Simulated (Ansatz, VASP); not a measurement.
TaRu: VASP beside Ansatz

INCAR

```
SYSTEM = TaRu
PREC = Accurate ; ENCUT = 520
EDIFF = 1E-7 ; ISMEAR = -1
SIGMA = 0.05 ; LREAL = .False.
LASPH = .True. ; NELM = 60
ALGO = Normal ; ISIF = 2
LWAVE = .False. ; LCHARG = .False.
NBANDS = 20
```

The input KPOINTS:

```
regular mesh
0
Gamma
  11 11 10
  0 0 0
```

File POSCAR:

```
TaRu
1.0
    3.0427892214      0.0000000000      0.0000000000
    0.0000000000      3.0427892214      0.0000000000
    0.0000000000      0.0000000000      3.3776654672
Ta Ru
1 1
Direct
    0.5000000000      0.5000000000      0.5000000000
    0.0000000000      0.0000000000      0.0000000000
```

Input for Ansatz:

```yaml
crystal:
  lattice:
    - [3.0427892214, 0.0, 0.0]
    - [0.0, 3.0427892214, 0.0]
    - [0.0, 0.0, 3.3776654672]
  atoms:
    - { symbol: Ta, position: [0.5, 0.5, 0.5] }
    - { symbol: Ru, position: [0.0, 0.0, 0.0] }
kpoints:
  mp_grid: { grid: [11, 11, 10] }
  band_path:
    path:
      - [0.0, 0.0, 0.0]
      - [0.0, 0.5, 0.0]
      - [0.5, 0.5, 0.0]
      - [0.0, 0.0, 0.0]
      - [0.0, 0.0, 0.5]
      - [0.0, 0.5, 0.5]
      - [0.5, 0.5, 0.5]
      - [0.0, 0.0, 0.5]
      - [0.0, 0.5, 0.0]
    npoints: 5
scf:
  occupations: { method: fermi_dirac, width: 0.05 }
hamiltonian:
  xc: lda
  pseudopotentials: { kind: all_electron, lapw: { basis_error: 0.0005 } }
output:
  forces: true
  stress: true
  eigenvalues: true
```

Change from the starting cell: volume scaled by 0.99.

Alike in both runs: task single point; functional LDA; k mesh 11 × 11 × 10; occupations fermi-dirac, width 0.05 eV; no spin polarisation.

```csv
,VASP,Ansatz
version,VASP 6.6.1,Ansatz 0.2.0
potentials or method,"VASP PAW LDA potentials, release 64 (Ta_pv, Ru_pv), cutoff 520 eV","all-electron LAPW, scalar-relativistic"
```

```csv
,VASP,Ansatz,Ansatz less VASP
pressure (GPa),-7.0,-7.8,-0.80
"traceless stress, the component that is largest in VASP (GPa)",0.65,0.76,+0.105
```

LDA's correlation is that of Perdew and Zunger in VASP and of Perdew and Wang (1992) in Ansatz. Ansatz ran all-electron here, and VASP with PAW potentials.

Spin-orbit coupling is off throughout.
